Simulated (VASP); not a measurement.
# Al in VASP: notebook

Al is run at these levels: r2SCAN; tasks: single point, relaxation of the atoms.

Everything below comes from runs of VASP 6.6.1. Logs are shortened: lines on timing, memory, paths and dates and some standing lists are left out, and cuts for length are marked.

**1. The cell of the first run**

The cell holds a slab with vacuum, 3 atoms: a = 2.823 Å, b = 2.823 Å, c = 17.992 Å, α = 90.00°, β = 90.00°, γ = 90.00°.

**2. Single point, r2SCAN**

The input, POSCAR:

```
Al
1.0
    2.8227735243      0.0000000000      0.0000000000
    0.0000000000      2.8227735243      0.0000000000
    0.0000000000      0.0000000000     17.9920046015
Al
3
Direct
    0.5000000000      0.5000000000      0.3890617057
    0.0000000000      0.0000000000      0.5030041612
    0.5000000000      0.5000000000      0.6169794600
```

The input, INCAR.step1:

```
ALGO = Normal ; DIPOL = 0.5 0.5 0.503
EDIFF = 1E-4 ; ENCUT = 520
GGA = PE ; IDIPOL = 3
ISMEAR = 0 ; LASPH = True
LCHARG = False ; LDIPOL = True
LREAL = False ; LWAVE = True
NBANDS = 12 ; NELM = 60
PREC = Accurate ; SIGMA = 0.1
```

The input, INCAR.step2:

```
ALGO = Normal ; DIPOL = 0.5 0.5 0.503
EDIFF = 1E-7 ; ENCUT = 520
IDIPOL = 3 ; ISIF = 2
ISMEAR = 0 ; ISTART = 1
LASPH = True ; LCHARG = True
LDIPOL = True ; LELF = True
LMIXTAU = True ; LREAL = False
LVACPOTAV = True ; LVHAR = True
LWAVE = False ; METAGGA = R2SCAN
NBANDS = 12 ; NELM = 60
PREC = Accurate ; SIGMA = 0.1
```

The input, KPOINTS:

```
k-points
0
Gamma
  10 10 1
```

Potentials or basis: VASP PAW PBE potentials, release 64 (Al).

Launch:

```console
> cat potpaw_PBE.64/Al/POTCAR > POTCAR
> cp INCAR.step1 INCAR
> mpirun -np 1 vasp_std > vasp.out
> cp INCAR.step2 INCAR
> mpirun -np 1 vasp_std > vasp.out
```

OUTCAR:

```text
EDIFF = 1E-7
   ENCUT = 520
   ISIF = 2
   ISMEAR = 0
   ISTART = 1
   LASPH = True
   LREAL = False
   METAGGA = R2SCAN
   NELM = 60
   PREC = Accurate

 ion  position               nearest neighbor table
   1  0.500  0.500  0.389-   2 2.86   2 2.86   2 2.86   2 2.86
   2  0.000  0.000  0.503-   1 2.86   1 2.86   1 2.86   1 2.86   3 2.86   3 2.86   3 2.86   3 2.86

   3  0.500  0.500  0.617-   2 2.86   2 2.86   2 2.86   2 2.86

  LATTYP: Found a simple tetragonal cell.
 ALAT       =     2.8227735243
 C/A-ratio  =     6.3738746473

  Lattice vectors:

 A1 = (   2.8227735243,   0.0000000000,   0.0000000000)
 A2 = (   0.0000000000,   2.8227735243,   0.0000000000)
 A3 = (   0.0000000000,   0.0000000000,  17.9920046015)

Analysis of symmetry for initial positions (statically):
=====================================================================
 Subroutine PRICEL returns:
 Original cell was already a primitive cell.

 Routine SETGRP: Setting up the symmetry group for a
 simple tetragonal supercell.

 Subroutine GETGRP returns: Found  8 space group operations
 (whereof  8 operations were pure point group operations)
 out of a pool of 16 trial point group operations.

The static configuration has the point symmetry C_4v.

Analysis of symmetry for dynamics (positions and initial velocities):
=====================================================================
 Subroutine PRICEL returns:
 Original cell was already a primitive cell.

 Routine SETGRP: Setting up the symmetry group for a
 simple tetragonal supercell.

 Subroutine GETGRP returns: Found  8 space group operations
 (whereof  8 operations were pure point group operations)
 out of a pool of 16 trial point group operations.

The dynamic configuration has the point symmetry C_4v.

 Subroutine INISYM returns: Found  8 space group operations
 (whereof  8 operations are pure point group operations),
 and found     1 'primitive' translations

----------------------------------------------------------------------------------------

                                     Primitive cell

  volume of cell :     143.3612

  direct lattice vectors                    reciprocal lattice vectors
     2.822773524  0.000000000  0.000000000     0.354261506  0.000000000  0.000000000
     0.000000000  2.822773524  0.000000000     0.000000000  0.354261506  0.000000000
     0.000000000  0.000000000 17.992004601     0.000000000  0.000000000  0.055580244

  length of vectors
     2.822773524  2.822773524 17.992004601     0.354261506  0.354261506  0.055580244

  position of ions in fractional coordinates (direct lattice)
     0.500000000  0.500000000  0.389061706
     0.000000000  0.000000000  0.503004161
     0.500000000  0.500000000  0.616979460

  ion indices of the primitive-cell ions
   primitive index   ion index
                 1           1
                 2           2
                 3           3

----------------------------------------------------------------------------------------

 KPOINTS: k-points

Automatic generation of k-mesh.
 Grid dimensions read from file:
 generate k-points for:   10   10    1

 Generating k-lattice:

  Cartesian coordinates                     Fractional coordinates (reciprocal lattice)
     0.035426151  0.000000000  0.000000000     0.100000000  0.000000000  0.000000000
     0.000000000  0.035426151  0.000000000     0.000000000  0.100000000  0.000000000
     0.000000000  0.000000000  0.055580244     0.000000000  0.000000000  1.000000000

  Length of vectors
     0.035426151  0.035426151  0.055580244

  Shift w.r.t. Gamma in fractional coordinates (k-lattice)
     0.000000000  0.000000000  0.000000000

 Subroutine IBZKPT returns following result:
 ===========================================

 Found     21 irreducible k-points:

 Following reciprocal coordinates:
            Coordinates               Weight
  0.000000  0.000000  0.000000      1.000000
  0.100000  0.000000  0.000000      4.000000
  0.200000  0.000000  0.000000      4.000000
  0.300000  0.000000  0.000000      4.000000
  0.400000  0.000000  0.000000      4.000000
  0.500000  0.000000  0.000000      2.000000
[... 13 lines left out ...]
  0.500000  0.400000  0.000000      4.000000
  0.500000  0.500000  0.000000      1.000000
   k-points           NKPTS =     21   k-points in BZ     NKDIM =     21   number of bands    NBANDS=     12
   number of dos      NEDOS =    301   number of ions     NIONS =      3
   total plane-waves  NPLWV =  80640
   dimension x,y,z NGX =    24 NGY =   24 NGZ =  140
   dimension x,y,z NGXF=    48 NGYF=   48 NGZF=  280
   ions per type =               3
   NGX,Y,Z   is equivalent  to a cutoff of  14.13, 14.13, 12.94 a.u.
   NGXF,Y,Z  is equivalent  to a cutoff of  28.27, 28.27, 25.87 a.u.
 SYSTEM =  unknown system
   PREC   = accura    normal or accurate (medium, high low for compatibility)
   ISTART =      1    job   : 0-new  1-cont  2-samecut
   ICHARG =      0    charge: 1-file 2-atom 10-const
   ISPIN  =      1    spin polarized calculation?
   LNONCOLLINEAR =      F non collinear calculations
   LSORBIT =      F    spin-orbit coupling
   LASPH  =      T    aspherical Exc in radial PAW
   ENCUT  =  520.0 eV  38.22 Ry    6.18 a.u.   5.25  5.25 33.45*2*pi/ulx,y,z
   NELM   =     60;   NELMIN=  2; NELMDL=  0     # of ELM steps
   EDIFF  = 0.1E-06   stopping-criterion for ELM
   LREAL  =      F    real-space projection
   EDIFFG = 0.1E-05   stopping-criterion for IOM
   NSW    =      0    number of steps for IOM
   IBRION =     -1    ionic relax: 0-MD 1-quasi-New 2-CG
   NFREE  =      0    steps in history (QN), initial steepest desc. (CG)
   ISIF   =      2    stress and relaxation
   ISYM   =      2    0-nonsym 1-usesym 2-fastsym
   POTIM  = 0.5000    time-step for ionic-motion
   TEBEG  =    0.0;   TEEND  =   0.0 temperature during run
   PSTRESS=    0.0 pullay stress
   NELECT =       9.0000    total number of electrons
   NUPDOWN=      -1.0000    fix difference up-down
   EMIN   =  10.00;   EMAX   =-10.00  energy-range for DOS
   EFERMI =   0.00;   METHOD = LEGACY
   ISMEAR =     0;   SIGMA  =   0.10  broadening in eV -4-tet -1-fermi 0-gaus
   EFERMI_NEDOS =   21; number of points for ismear=-14 and -15
   IALGO  =     38    algorithm
   IMIX   =      4    mixing-type and parameters
     AMIX     =   0.40;   BMIX     =  1.00
     AMIX_MAG =   1.60;   BMIX_MAG =  1.00
  volume/ion in A,a.u.               =      47.79       322.48
  Fermi-wavevector in a.u.,A,eV,Ry     =   0.650647  1.229544  5.759903  0.423341
  Thomas-Fermi vector in A             =   1.719992
   LORBIT       =      0    0 simple, 1 ext, 2 COOP (PROOUT), +10 PAW based schemes
   METAGGA = R2SCAN    functional components
   LHFCALC =     F    Hartree Fock is set to
   AEXX    =    0.0000 exact exchange contribution
   IVDW    =     0    specifies the selected vdW correction
   LEPSILON=     F    determine dielectric tensor
   LRPA    =     F    only Hartree local field effects (RPA)
 non-spin polarized calculation
 Gauss-broadening in eV      SIGMA  =   0.10
  energy-cutoff  :      520.00
  volume of cell :      143.36
 maximum number of plane-waves:      3896
 NGX is ok and might be reduce to    24
   NGX = 11   NGY = 11   NGZ = 67

 dipolmoment           0.000000      0.000000      0.000003 electrons x Angstroem

 number of electron       9.0000000 magnetization

 dipolmoment           0.000000      0.000000     -0.000007 electrons x Angstroem

 Free energy of the ion-electron system (eV)
  ---------------------------------------------------
  ext. energy  EPLUGINS =         0.00000000
  ---------------------------------------------------
  free energy    TOTEN  =       -19.17229977 eV

  energy without entropy =      -19.16832451  energy(sigma->0) =      -19.17031214

 E-fermi :  -0.1922     XC(G=0):  -4.7287

 val. band max:       -0.2085907910   @ k =   0.5000   0.2000   0.0000
 cond. band min:      -0.1168076326   @ k =   0.5000   0.0000   0.0000
 fundamental gap:      0.0917831583
 Fermi energy:        -0.1922115498

 k-point     1 :       0.0000    0.0000    0.0000
  band No.  band energies     occupation
      1     -11.1897      2.00000
      2      -8.8544      2.00000
      3      -5.3274      2.00000
      4      -2.1910      2.00000
      5       1.9857      0.00000
      6       4.1785      0.00000
      7       4.5068      0.00000
      8       6.3610      0.00000
      9       6.5626      0.00000
     10       6.6717      0.00000
     11       7.0227      0.00000
     12       7.0227      0.00000

 k-point     2 :       0.1000    0.0000    0.0000
  band No.  band energies     occupation
      1     -10.9930      2.00000
      2      -8.6597      2.00000
      3      -5.1337      2.00000
      4      -2.0059      2.00000
      5       2.1467      0.00000
      6       3.8577      0.00000
      7       4.3653      0.00000
      8       4.7030      0.00000
      9       5.9707      0.00000
     10       6.7461      0.00000
     11       6.8836      0.00000
     12       7.1911      0.00000

 k-point     3 :       0.2000    0.0000    0.0000
  band No.  band energies     occupation
      1     -10.4047      2.00000
      2      -8.0769      2.00000
      3      -4.5554      2.00000
      4      -1.4535      2.00000
      5       0.8319      0.00000
      6       2.8124      0.00000
      7       3.0858      0.00000
      8       4.9466      0.00000
      9       5.2558      0.00000
     10       6.5355      0.00000
     11       7.3308      0.00000
     12       7.4265      0.00000
[... 241 lines left out ...]
 k-point    20 :       0.5000    0.4000    0.0000
  band No.  band energies     occupation
      1      -3.5029      2.00000
      2      -3.3530      2.00000
      3      -1.2677      2.00000
      4      -1.1218      2.00000
      5       0.4735      0.00000
      6       0.8718      0.00000
      7       2.0025      0.00000
      8       2.4945      0.00000
      9       2.7302      0.00000
     10       3.1622      0.00000
     11       4.8890      0.00000
     12       5.5471      0.00000

 k-point    21 :       0.5000    0.5000    0.0000
  band No.  band energies     occupation
      1      -2.3907      2.00000
      2      -2.3907      2.00000
      3      -0.9759      2.00000
      4      -0.4321      1.99931
      5      -0.2270      1.37749
      6      -0.2270      1.37749
      7       1.3450      0.00000
      8       1.9585      0.00000
      9       3.1114      0.00000
     10       3.1114      0.00000
     11       4.2079      0.00000
     12       6.1689      0.00000

------------------------ aborting loop because EDIFF is reached ----------------------------------------

  FORCE on cell =-STRESS in cart. coord.  units (eV):
  Direction    XX          YY          ZZ          XY          YZ          ZX
  --------------------------------------------------------------------------------------
  -------------------------------------------------------------------------------------
  Total       -1.9310476     -1.9310476     -0.1166852      0.0000000      0.0000000      0.0000000
  in kB      -21.5810181    -21.5810181     -1.3040516      0.0000000      0.0000000      0.0000000
  external PRESSURE =     -14.8220293 kB  Pullay stress =       0.0000000 kB

 VOLUME and BASIS-vectors are now :
 -----------------------------------------------------------------------------
  energy-cutoff  :      520.00
  volume of cell :      143.36
      direct lattice vectors                 reciprocal lattice vectors
     2.822773524  0.000000000  0.000000000     0.354261506  0.000000000  0.000000000
     0.000000000  2.822773524  0.000000000     0.000000000  0.354261506  0.000000000
     0.000000000  0.000000000 17.992004601     0.000000000  0.000000000  0.055580244

 POSITION                                       TOTAL-FORCE (eV/Angst)
 -----------------------------------------------------------------------------------
      1.41139      1.41139      7.00000         0.000000     -0.000000      0.027654
      0.00000      0.00000      9.05005         0.000000      0.000000      0.001584
      1.41139      1.41139     11.10070         0.000000     -0.000000     -0.029237
 -----------------------------------------------------------------------------------
    total drift:                                0.000000      0.000000     -0.000618

  FREE ENERGIE OF THE ION-ELECTRON SYSTEM (eV)
  ---------------------------------------------------
  free  energy   TOTEN  =       -19.1722997663 eV

  energy  without entropy=      -19.1683245121  energy(sigma->0) =      -19.17031214

 vacuum level on the upper side and lower side of the slab         4.385         4.385
```

Run time: 3 min. Hardware: 1 thread of Intel Xeon Platinum 8259CL at 2.50GHz (Skylake/Cascade Lake), shared host; peak memory 0.29 GiB.

What came out:

- Free energy: -19.1723 eV
- Largest force: 0.029 eV/Å
- Band gap on the k mesh: zero (an odd number of electrons rules out a gap without spin polarisation)

Forces in eV/Å, atoms in the order of the input:
```
Al   0.000  0.000  0.028
Al   0.000  0.000  0.002
Al   0.000  0.000 -0.029
```

Caveat: the PAW data sets were made with another functional, which shifts forces and pressure a little.

**3. Relaxation of the atoms, r2SCAN**

The input, POSCAR:

```
Al
1.0
    2.8227735243      0.0000000000      0.0000000000
    0.0000000000      2.8227735243      0.0000000000
    0.0000000000      0.0000000000     17.9920046015
Al
3
Selective dynamics
Direct
    0.5000000000      0.5000000000      0.3890617057  F F F
    0.0000000000      0.0000000000      0.5000000000  T T T
    0.5000000000      0.5000000000      0.6109382943  T T T
```

The input, INCAR.step1:

```
ALGO = Normal
DIPOL = 0.5 0.5 0.500
EDIFF = 1E-4
ENCUT = 520
GGA = PE
IDIPOL = 3
ISMEAR = 0
LASPH = True
LCHARG = False
LDIPOL = True
LREAL = False
LWAVE = True
NELM = 80
PREC = Accurate
SIGMA = 0.1
```

The input, INCAR.step2:

```
ALGO = Normal
DIPOL = 0.5 0.5 0.500
EDIFF = 1E-7
EDIFFG = -0.03
ENCUT = 520
IBRION = 2
IDIPOL = 3
ISIF = 2
ISMEAR = 0
ISTART = 1
LASPH = True
LCHARG = False
LDIPOL = True
LMIXTAU = True
LREAL = False
LWAVE = False
METAGGA = R2SCAN
NELM = 80
NSW = 70
PREC = Accurate
SIGMA = 0.1
```

KPOINTS is that of step 2.

Potentials or basis: VASP PAW PBE potentials, release 64 (Al).

Launch:

```console
> cat potpaw_PBE.64/Al/POTCAR > POTCAR
> cp INCAR.step1 INCAR
> mpirun -np 1 vasp_std > vasp.out
> cp INCAR.step2 INCAR
> mpirun -np 1 vasp_std > vasp.out
```

It took 11 min on 1 thread of Intel Xeon Platinum 8259CL at 2.50GHz (Skylake/Cascade Lake), shared host; peak memory 0.28 GiB.

The run converged. Its results:

```
Free energy               : -19.1725 eV
Energy gained by relaxing : 4.3 meV/atom
Ionic steps               : 7
Band gap on the k mesh    : zero (an odd number of electrons rules out a gap without spin polarisation)
```

The path:
| step | energy change (eV) | largest force on free atoms (eV/Å) | pressure (GPa) |
| --- | --- | --- | --- |
| 1 | 0.0000 | 0.2770 | -1.00 |
| 2 | -0.0033 | 0.2159 | -1.06 |
| 3 | -0.0084 | 0.1549 | -1.24 |
| 4 | -0.0086 | 0.1819 | -1.29 |
| 5 | -0.0110 | 0.1207 | -1.33 |
| 6 | -0.0127 | 0.0498 | -1.46 |
| 7 | -0.0130 | 0.0064 | -1.43 |

Final structure:
```
Al
1.0
     2.82277    0.00000    0.00000
     0.00000    2.82277    0.00000
     0.00000    0.00000   17.99200
Al
3
Direct
  0.50000 0.50000 0.38906
  0.00000 0.00000 0.50274
  0.50000 0.50000 0.61629
```

Levels at points of the mesh, in eV from the Fermi level:
```csv
k point,band 1,band 2,band 3,band 4,band 5,band 6,band 7,band 8
"(0.00, 0.00, 0.00)",-11.02,-8.67,-5.13,-1.99,2.19,4.38,4.71,6.52
"(0.50, 0.00, 0.00)",-6.28,-6.09,-3.94,-3.82,-0.76,0.08,2.13,3.36
"(0.50, 0.50, 0.00)",-2.23,-2.23,-0.82,-0.26,-0.05,-0.05,1.52,2.15
```

Caveat: the PAW data sets were made with another functional, which shifts forces and pressure a little.
